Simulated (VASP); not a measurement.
A run of VASP 6.6.1 is set up as follows.

File INCAR:

```
PREC = Accurate
ENCUT = 520
EDIFF = 1E-6
ISMEAR = 0
SIGMA = 0.1
LREAL = False
LASPH = True
NELM = 80
ALGO = Normal
ISIF = 2
LWAVE = False
LCHARG = True
GGA = PE
LELF = True
LVHAR = True
NBANDS = 30
```

KPOINTS

```
regular mesh
0
Gamma
  12 12 12
```

Contents of POSCAR:

```
Nb3C
1.0
    3.8769418865      0.0000000000      0.0000000000
    0.0000000000      3.8769418865      0.0000000000
    0.0000000000      0.0000000000      3.8769418865
Nb C
3 1
Direct
    0.0000000000      0.5000000000      0.5000000000
    0.5000000000      0.0000000000      0.5000000000
    0.5000000000      0.5000000000      0.0000000000
    0.0000000000      0.0000000000      0.0000000000
```

Potentials or basis: VASP PAW PBE potentials, release 64 (Nb_sv, C).

The run is started by

```sh
$ cat potpaw_PBE.64/Nb_sv/POTCAR potpaw_PBE.64/C/POTCAR > POTCAR
$ mpirun -np 1 vasp_std > vasp.out
```

**Question.** Predict the pressure.

**Answer.** -0.3 GPa.
